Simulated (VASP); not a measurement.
Input of a VASP 6.6.1 run:

Contents of INCAR:

```
METAGGA  = RSCAN          # meta-GGA
ISMEAR   = 0              # smearing method
SIGMA    = 0.03           # smearing width, eV
LWAVE    = False          # write WAVECAR
LCHARG   = False          # write CHGCAR
NBANDS   = 21             # bands
PREC     = Accurate       # precision mode
LASPH    = True           # aspherical terms in the spheres
LREAL    = False          # projectors in reciprocal space
ALGO     = Normal         # electronic algorithm
EDIFF    = 1E-6           # SCF threshold, eV
NELM     = 120            # most SCF steps
GGA_COMPAT= False        
ENCUT    = 460            # plane-wave cutoff, eV
EFERMI   = MIDGAP       
LMIXTAU  = True
```

File KPOINTS:

```
Automatic mesh
0
Gamma
  7 7 7
  0 0 0
```

File KPOINTS_OPT:

```
path GXWKGLUWLK,UX
12
line-mode
reciprocal
 0.0000000000  0.0000000000  0.0000000000  G
 0.5000000000  0.0000000000  0.5000000000  X

 0.5000000000  0.0000000000  0.5000000000  X
 0.5000000000  0.2500000000  0.7500000000  W

 0.5000000000  0.2500000000  0.7500000000  W
 0.3750000000  0.3750000000  0.7500000000  K

 0.3750000000  0.3750000000  0.7500000000  K
 0.0000000000  0.0000000000  0.0000000000  G

 0.0000000000  0.0000000000  0.0000000000  G
 0.5000000000  0.5000000000  0.5000000000  L

 0.5000000000  0.5000000000  0.5000000000  L
 0.6250000000  0.2500000000  0.6250000000  U

 0.6250000000  0.2500000000  0.6250000000  U
 0.5000000000  0.2500000000  0.7500000000  W

 0.5000000000  0.2500000000  0.7500000000  W
 0.5000000000  0.5000000000  0.5000000000  L

 0.5000000000  0.5000000000  0.5000000000  L
 0.3750000000  0.3750000000  0.7500000000  K

 0.6250000000  0.2500000000  0.6250000000  U
 0.5000000000  0.0000000000  0.5000000000  X
```

POSCAR

```
GaN
1.0
    0.0000000000      2.2535006075      2.2535006075
    2.2535006075      0.0000000000      2.2535006075
    2.2535006075      2.2535006075      0.0000000000
Ga N
1 1
Direct
    0.0000000000      0.0000000000      0.0000000000
    0.2500000000      0.2500000000      0.2500000000
```

Potentials or basis: VASP PAW PBE potentials, release 64 (Ga_d, N).

Command:

```console
$ cat potpaw_PBE.64/Ga_d/POTCAR potpaw_PBE.64/N/POTCAR > POTCAR
$ mpirun -np 1 vasp_std > vasp.out
```

Q: Estimate the band gap along the path.

A: 2.14 eV.

Q: Estimate the band gap on the k mesh.

A: 2.14 eV.

Q: Estimate the pressure.

A: -1.9 GPa.

Levels at the corners of the path, in eV from the valence-band top:
| point | band 5 | band 6 | band 7 | band 8 | band 9 | band 10 | band 11 | band 12 | band 13 | band 14 |
| --- | --- | --- | --- | --- | --- | --- | --- | --- | --- | --- |
| Γ | -13.53 | -13.53 | 0.00 | 0.00 | 0.00 | 2.14 | 11.00 | 11.00 | 11.00 | 18.55 |
| X | -13.45 | -11.99 | -6.20 | -2.77 | -2.77 | 3.80 | 7.24 | 12.59 | 14.94 | 14.94 |
| X | -13.45 | -11.99 | -6.20 | -2.77 | -2.77 | 3.80 | 7.24 | 12.59 | 14.94 | 14.94 |
| W | -13.52 | -11.71 | -5.75 | -3.78 | -3.68 | 6.74 | 9.09 | 10.95 | 11.89 | 16.20 |
| W | -13.52 | -11.71 | -5.75 | -3.78 | -3.68 | 6.74 | 9.09 | 10.95 | 11.89 | 16.20 |
| K | -13.49 | -11.82 | -5.93 | -4.32 | -2.22 | 5.49 | 8.52 | 11.90 | 13.67 | 14.42 |
| K | -13.49 | -11.82 | -5.93 | -4.32 | -2.22 | 5.49 | 8.52 | 11.90 | 13.67 | 14.42 |
| Γ | -13.53 | -13.53 | 0.00 | 0.00 | 0.00 | 2.14 | 11.00 | 11.00 | 11.00 | 18.55 |
| Γ | -13.53 | -13.53 | 0.00 | 0.00 | 0.00 | 2.14 | 11.00 | 11.00 | 11.00 | 18.55 |
| L | -13.48 | -12.38 | -7.13 | -0.99 | -0.99 | 5.17 | 9.46 | 11.01 | 11.01 | 16.52 |
| L | -13.48 | -12.38 | -7.13 | -0.99 | -0.99 | 5.17 | 9.46 | 11.01 | 11.01 | 16.52 |
| U | -13.49 | -11.82 | -5.93 | -4.32 | -2.22 | 5.49 | 8.52 | 11.90 | 13.67 | 14.42 |
| U | -13.49 | -11.82 | -5.93 | -4.32 | -2.22 | 5.49 | 8.52 | 11.90 | 13.67 | 14.42 |
| W | -13.52 | -11.71 | -5.75 | -3.78 | -3.68 | 6.74 | 9.09 | 10.95 | 11.89 | 16.20 |
| W | -13.52 | -11.71 | -5.75 | -3.78 | -3.68 | 6.74 | 9.09 | 10.95 | 11.89 | 16.20 |
| L | -13.48 | -12.38 | -7.13 | -0.99 | -0.99 | 5.17 | 9.46 | 11.01 | 11.01 | 16.52 |
| L | -13.48 | -12.38 | -7.13 | -0.99 | -0.99 | 5.17 | 9.46 | 11.01 | 11.01 | 16.52 |
| K | -13.49 | -11.82 | -5.93 | -4.32 | -2.22 | 5.49 | 8.52 | 11.90 | 13.67 | 14.42 |
| U | -13.49 | -11.82 | -5.93 | -4.32 | -2.22 | 5.49 | 8.52 | 11.90 | 13.67 | 14.42 |
| X | -13.45 | -11.99 | -6.20 | -2.77 | -2.77 | 3.80 | 7.24 | 12.59 | 14.94 | 14.94 |

Caveat: the cutoff is under 1.25 times the usual one of these potentials, so pressure, stress and relaxed cells hold a basis-set (Pulay) error; the PAW data sets were made with another functional, which shifts forces and pressure a little.
